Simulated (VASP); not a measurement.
# GaN (P6_3mc) in VASP: a series of runs

The runs below take GaN through single point, with PBE.

Program: VASP 6.6.1. These are calculated values, not measurements. Logs are shortened: lines on timing, memory, paths and dates and some standing lists are left out, and cuts for length are marked.

**1. The cell of the first run**

It takes space group P6_3mc (No. 186, hexagonal). The conventional cell has a = 3.398 Å, b = 3.398 Å, c = 4.705 Å, α = 90.00°, β = 90.00°, γ = 120.00°. Within 2.4 Å of Ga (site symmetry 3m) lie 4 N at 1.77 to 2.05 Å. N (site symmetry 3m) has 4 Ga at 1.77 to 2.05 Å within 2.4 Å.

**2. Single point, PBE**

The input, INCAR:

```
SYSTEM = GaN
  PREC = Accurate
  ENCUT = 520
  EDIFF = 1E-6
  ISMEAR = 0
  SIGMA = 0.05
  LREAL = .FALSE.
  LASPH = .TRUE.
  NELM = 60
  ALGO = Normal
  ISIF = 2
  LWAVE = .FALSE.
  LCHARG = .FALSE.
  GGA = PE
  NBANDS = 26
```

The input, KPOINTS:

```
Automatic mesh
0
G
  12 12 6
  0 0 0
```

The input, POSCAR:

```
GaN
1.0
    3.3975898168      0.0000000000      0.0000000000
   -1.6987949084      2.9423990930      0.0000000000
    0.0000000000      0.0000000000      4.7046609658
Ga N
2 2
Direct
    0.3333333333      0.6666666667      0.9991316875
    0.6666666667      0.3333333333      0.4991316875
    0.3333333333      0.6666666667      0.3758683125
    0.6666666667      0.3333333333      0.8758683125
```

Potentials or basis: VASP PAW PBE potentials, release 64 (Ga_d, N).

Started as:

```
$ cat potpaw_PBE.64/Ga_d/POTCAR potpaw_PBE.64/N/POTCAR > POTCAR
$ mpirun -np 1 vasp_std > vasp.out
```

OUTCAR:

```text
SYSTEM = GaN
   PREC = Accurate
   ENCUT = 520
   EDIFF = 1E-6
   ISMEAR = 0
   LREAL = .FALSE.
   LASPH = .TRUE.
   NELM = 60
   ISIF = 2
   GGA = PE

 ion  position               nearest neighbor table
   1  0.333  0.667  0.999-   3 1.77   4 2.05   4 2.05   4 2.05
   2  0.667  0.333  0.499-   4 1.77   3 2.05   3 2.05   3 2.05
   3  0.333  0.667  0.376-   1 1.77   2 2.05   2 2.05   2 2.05
   4  0.667  0.333  0.876-   2 1.77   1 2.05   1 2.05   1 2.05

  LATTYP: Found a hexagonal cell.
 ALAT       =     3.3975898168
 C/A-ratio  =     1.3847053999

  Lattice vectors:

 A1 = (   3.3975898168,   0.0000000000,   0.0000000000)
 A2 = (  -1.6987949084,   2.9423990930,   0.0000000000)
 A3 = (   0.0000000000,   0.0000000000,   4.7046609658)

Analysis of symmetry for initial positions (statically):
=====================================================================
 Subroutine PRICEL returns:
 Original cell was already a primitive cell.

 Routine SETGRP: Setting up the symmetry group for a
 hexagonal supercell.

 Subroutine GETGRP returns: Found 12 space group operations
 (whereof  6 operations were pure point group operations)
 out of a pool of 24 trial point group operations.

The static configuration has the point symmetry C_3v.
 The point group associated with its full space group is C_6v.

Analysis of symmetry for dynamics (positions and initial velocities):
=====================================================================
 Subroutine PRICEL returns:
 Original cell was already a primitive cell.

 Routine SETGRP: Setting up the symmetry group for a
 hexagonal supercell.

 Subroutine GETGRP returns: Found 12 space group operations
 (whereof  6 operations were pure point group operations)
 out of a pool of 24 trial point group operations.

The dynamic configuration has the point symmetry C_3v.
 The point group associated with its full space group is C_6v.

 Subroutine INISYM returns: Found 12 space group operations
 (whereof  6 operations are pure point group operations),
 and found     1 'primitive' translations

----------------------------------------------------------------------------------------

                                     Primitive cell

  volume of cell :      47.0328

  direct lattice vectors                    reciprocal lattice vectors
[... 83 lines left out ...]
   ISTART =      0    job   : 0-new  1-cont  2-samecut
   ICHARG =      2    charge: 1-file 2-atom 10-const
   ISPIN  =      1    spin polarized calculation?
   LNONCOLLINEAR =      F non collinear calculations
   LSORBIT =      F    spin-orbit coupling
   LASPH  =      T    aspherical Exc in radial PAW
   ENCUT  =  520.0 eV  38.22 Ry    6.18 a.u.   6.32  6.32  8.75*2*pi/ulx,y,z
   NELM   =     60;   NELMIN=  2; NELMDL= -5     # of ELM steps
   EDIFF  = 0.1E-05   stopping-criterion for ELM
   LREAL  =      F    real-space projection
   EDIFFG = 0.1E-04   stopping-criterion for IOM
   NSW    =      0    number of steps for IOM
   IBRION =     -1    ionic relax: 0-MD 1-quasi-New 2-CG
   NFREE  =      0    steps in history (QN), initial steepest desc. (CG)
   ISIF   =      2    stress and relaxation
   ISYM   =      2    0-nonsym 1-usesym 2-fastsym
   POTIM  = 0.5000    time-step for ionic-motion
   TEBEG  =    0.0;   TEEND  =   0.0 temperature during run
   PSTRESS=    0.0 pullay stress
   NELECT =      36.0000    total number of electrons
   NUPDOWN=      -1.0000    fix difference up-down
   EMIN   =  10.00;   EMAX   =-10.00  energy-range for DOS
   EFERMI =   0.00;   METHOD = LEGACY
   ISMEAR =     0;   SIGMA  =   0.05  broadening in eV -4-tet -1-fermi 0-gaus
   EFERMI_NEDOS =   21; number of points for ismear=-14 and -15
   IALGO  =     38    algorithm
   IMIX   =      4    mixing-type and parameters
     AMIX     =   0.40;   BMIX     =  1.00
     AMIX_MAG =   1.60;   BMIX_MAG =  1.00
  volume/ion in A,a.u.               =      11.76        79.35
  Fermi-wavevector in a.u.,A,eV,Ry     =   1.497529  2.829920 30.512351  2.242595
  Thomas-Fermi vector in A             =   2.609406
   LORBIT       =      0    0 simple, 1 ext, 2 COOP (PROOUT), +10 PAW based schemes
   GGA     = PE    functional components
   LHFCALC =     F    Hartree Fock is set to
   AEXX    =    0.0000 exact exchange contribution
   IVDW    =     0    specifies the selected vdW correction
   LEPSILON=     F    determine dielectric tensor
   LRPA    =     F    only Hartree local field effects (RPA)
 non-spin polarized calculation
 Gauss-broadening in eV      SIGMA  =   0.05
  energy-cutoff  :      520.00
  volume of cell :       47.03
 maximum number of plane-waves:      1290
 NGX is ok and might be reduce to    28

 number of electron      35.9999987 magnetization

 Free energy of the ion-electron system (eV)
  ---------------------------------------------------
  ext. energy  EPLUGINS =         0.00000000
  ---------------------------------------------------
  free energy    TOTEN  =       -23.34112157 eV

  energy without entropy =      -23.34112157  energy(sigma->0) =      -23.34112157

 E-fermi :   5.3041     XC(G=0): -11.4902

 val. band max:        5.0403030864   @ k =   0.0000   0.0000   0.0000
 cond. band min:       6.6689437753   @ k =   0.0000   0.0000   0.0000
 fundamental gap:      1.6286406889
 Fermi energy:         5.3041344661

 k-point     1 :       0.0000    0.0000    0.0000
  band No.  band energies     occupation
      1     -10.9214      2.00000
      2     -10.0355      2.00000
      3      -8.4267      2.00000
      4      -8.4267      2.00000
      5      -8.3838      2.00000
      6      -8.3320      2.00000
[... 685 lines left out ...]
     25      16.6596      0.00000
     26      17.1611      0.00000

 [... further k-points ...]
[... 5 lines left out ...]
  --------------------------------------------------------------------------------------
  -------------------------------------------------------------------------------------
  Total       -4.1449380     -4.1449380     14.8785811      0.0000000      0.0000000     -0.0000000
  in kB     -141.1977459   -141.1977459    506.8404208      0.0000000      0.0000000     -0.0000000
  external PRESSURE =      74.8149764 kB  Pullay stress =       0.0000000 kB

 VOLUME and BASIS-vectors are now :
 -----------------------------------------------------------------------------
  energy-cutoff  :      520.00
  volume of cell :       47.03
      direct lattice vectors                 reciprocal lattice vectors
     3.397589817  0.000000000  0.000000000     0.294326288  0.169929362  0.000000000
    -1.698794908  2.942399093  0.000000000     0.000000000  0.339858724  0.000000000
     0.000000000  0.000000000  4.704660966     0.000000000  0.000000000  0.212555168

 POSITION                                       TOTAL-FORCE (eV/Angst)
 -----------------------------------------------------------------------------------
     -0.00000      1.96160      4.70058         0.000000     -0.000000     -2.827802
      1.69879      0.98080      2.34825        -0.000000      0.000000     -2.827802
     -0.00000      1.96160      1.76833         0.000000     -0.000000      2.827802
      1.69879      0.98080      4.12066         0.000000      0.000000      2.827802
 -----------------------------------------------------------------------------------
    total drift:                               -0.000000      0.000000     -0.000365

  FREE ENERGIE OF THE ION-ELECTRON SYSTEM (eV)
  ---------------------------------------------------
  free  energy   TOTEN  =       -23.3411215660 eV

  energy  without entropy=      -23.3411215660  energy(sigma->0) =      -23.34112157
```

Wall time 2.1 min (1 thread of AMD EPYC 7R13, shared host); peak memory 0.19 GiB.

Results:

```
Free energy            : -23.3411 eV
Pressure               : 7.5 GPa
Largest force          : 2.828 eV/Å
Band gap on the k mesh : 1.63 eV
```

Forces on the atoms (eV/Å):
```
Ga   0.000  0.000 -2.828
Ga   0.000  0.000 -2.828
N    0.000  0.000  2.828
N    0.000  0.000  2.828
```

Caveat: the stress differs along the axes, from -14 to 51 GPa; forces of over 1 eV/Å act on the atoms, so gaps and moduli don't describe the material at rest.

**3. Single point, PBE**

This run uses another cell than the first one, of the same volume but with other edges.

The input, INCAR:

```
SYSTEM = GaN
PREC     = Accurate       ! precision mode
ENCUT    = 520            ! plane-wave cutoff, eV
EDIFF    = 1E-6           ! SCF threshold, eV
ISMEAR   = 0              ! smearing method
SIGMA    = 0.05           ! smearing width, eV
LREAL    = .False.        ! projectors in reciprocal space
LASPH    = .True.         ! aspherical terms in the spheres
NELM     = 100            ! most SCF steps
ALGO     = Normal         ! electronic algorithm
ISIF     = 2              ! what is computed and relaxed
LWAVE    = .False.        ! write WAVECAR
LCHARG   = .False.        ! write CHGCAR
GGA      = PE             ! functional
NBANDS   = 26             ! bands
```

The input, KPOINTS:

```
regular mesh
0
Gamma
  12 12 6
  0 0 0
```

The input, POSCAR:

```
GaN
1.0
    3.0286575667      0.0000000000      0.0000000000
   -1.5143287834      2.6228943922      0.0000000000
    0.0000000000      0.0000000000      5.9206566876
Ga N
2 2
Direct
    0.3333333333      0.6666666667      0.9991316875
    0.6666666667      0.3333333333      0.4991316875
    0.3333333333      0.6666666667      0.3758683125
    0.6666666667      0.3333333333      0.8758683125
```

Potentials or basis: VASP PAW PBE potentials, release 64 (Ga_d, N).

Started as:

```
$ cat potpaw_PBE.64/Ga_d/POTCAR potpaw_PBE.64/N/POTCAR > POTCAR
$ mpirun -np 1 vasp_std > vasp.out
```

Wall time 2.9 min (1 thread of AMD EPYC 7R13, shared host); peak memory 0.19 GiB.

It converged, with:

```yaml
Free_energy: -23.3095 eV
Pressure: 8.1 GPa
Largest_force: 0.485 eV/Å
Band_gap_on_the_k_mesh: 0.48 eV
```

Forces on the atoms (eV/Å):
```
Ga   0.000  0.000  0.485
Ga   0.000  0.000  0.485
N    0.000  0.000 -0.485
N    0.000  0.000 -0.485
```

Stress tensor (GPa, compression positive):
```
 26.18   0.00   0.00
  0.00  26.18   0.00
  0.00   0.00 -28.08
```

Levels at points of the mesh, in eV from the valence-band top:
| k point | band 14 | band 15 | band 16 | band 17 | band 18 | band 19 | band 20 | band 21 | band 22 | band 23 |
| --- | --- | --- | --- | --- | --- | --- | --- | --- | --- | --- |
| (0.00, 0.00, 0.00) | -1.02 | -0.49 | -0.49 | 0.00 | 0.00 | 0.48 | 5.26 | 7.56 | 8.55 | 11.16 |
| (0.50, 0.00, 0.00) | -6.10 | -4.04 | -2.28 | -2.24 | -1.34 | 4.23 | 4.88 | 5.61 | 6.64 | 9.26 |
| (0.00, 0.00, 0.50) | -4.91 | -0.25 | -0.25 | -0.25 | -0.25 | 3.87 | 3.87 | 7.65 | 7.65 | 11.58 |
| (0.50, 0.00, 0.50) | -6.75 | -2.53 | -2.53 | -1.81 | -1.81 | 3.34 | 3.34 | 7.10 | 7.10 | 9.37 |

Caveat: the stress differs along the axes, from -28 to 26 GPa; semilocal functionals underestimate gaps, and a narrow one can read as zero.
